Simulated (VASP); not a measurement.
Write the native input for VASP 6.6.1 that does the following.

| Property | Result |
| --- | --- |
| Task | single point |
| Functional | SVWN5 |
| Potentials or basis | VASP PAW PBE potentials, release 64 (Cu, O) |
| Cutoff | 520 eV |
| k mesh | 10 × 10 × 5 |
| Occupations | fermi-dirac, width 0.05 eV |
| Spin | no spin polarisation |
| Dipole correction | no |
| Further INCAR settings | ALGO = Normal; EDIFF = 1e-06; NBANDS = 25 |

The structure of CuO (Tenorite) lies in POSCAR:

```
CuO
1.0
    2.3418500000     -1.7113000000      0.0000000000
    2.3418500000      1.7113000000      0.0000000000
   -0.8500274268      0.0000000000      5.0578693947
Cu O
2 2
Direct
    0.5000000000      0.0000000000      0.5000000000
    0.0000000000      0.5000000000      0.0000000000
    0.4184000000      0.5816000000      0.7500000000
    0.5816000000      0.4184000000      0.2500000000
```

The input as run:

INCAR

```
SYSTEM = CuO
  ALGO = Normal
  EDIFF = 1E-6
  ENCUT = 520
  GGA = VW
  ISIF = 2
  ISMEAR = -1
  LASPH = .TRUE.
  LCHARG = .FALSE.
  LREAL = .FALSE.
  LWAVE = .FALSE.
  NBANDS = 25
  NELM = 60
  PREC = Accurate
  SIGMA = 0.05
```

KPOINTS

```
k-points
0
G
  10 10 5
  0 0 0
```

Potentials or basis: VASP PAW PBE potentials, release 64 (Cu, O).

Launch:

```sh
$ cat potpaw_PBE.64/Cu/POTCAR potpaw_PBE.64/O/POTCAR > POTCAR
$ mpirun -np 1 vasp_std > vasp.out
```

Results of the run:

```yaml
Pressure: -9.0 GPa
Largest_force: 0.434 eV/Å
Band_gap_on_the_k_mesh: zero (band 17 reaches 5.52 eV, above the bottom of band 18 at 4.91 eV)
```

Caveat: the PAW data sets were made with another functional, which shifts forces and pressure a little; semilocal functionals often make such compounds metallic where correlation or magnetic order opens a gap, which also shifts bond lengths.

Wall time 91 s on 1 thread of Intel(R) Xeon(R) Platinum 8375C CPU @ 2.90GHz (Ice Lake) (shared host), peak memory 0.23 GiB.
